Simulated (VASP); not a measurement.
Runs of VASP 6.6.1 on Cu. The structure is that of space group Fd-3m (No. 227), or close to it. The cells are those of the table. 

```tsv
cell	k mesh	gap on the mesh (eV)	pressure (GPa)
a = 3.760 Å, angles 60.0°, 2 atoms	18 × 18 × 18	none	(a)
a = 3.785 Å, angles 60.0°, 2 atoms	18 × 18 × 18	none	(b)
a = 3.734 Å, angles 60.0°, 2 atoms	18 × 18 × 18	none	2.7
a = 3.785 Å, angles 60.0°, 2 atoms	35 × 35 × 35	none	0.0
a = 3.708 Å, angles 60.0°, 2 atoms	18 × 18 × 18	none	4.2
a = 3.811 Å, angles 60.0°, 2 atoms	18 × 18 × 18	none	-1.1
a = 3.811 Å, angles 60.0°, 2 atoms	35 × 35 × 35	none	-1.1
```

Alike in all rows: task single point; level PBE; potentials or basis VASP PAW PBE potentials, release 64 (Cu); no spin polarisation; cutoff (eV) 520; smearing fermi-dirac 0.0612256 eV.

Question: Fill in the values left out.

Answer: (a) 1.1; (b) -0.1.

A gap of «none» marks levels without a gap at the run's occupations.
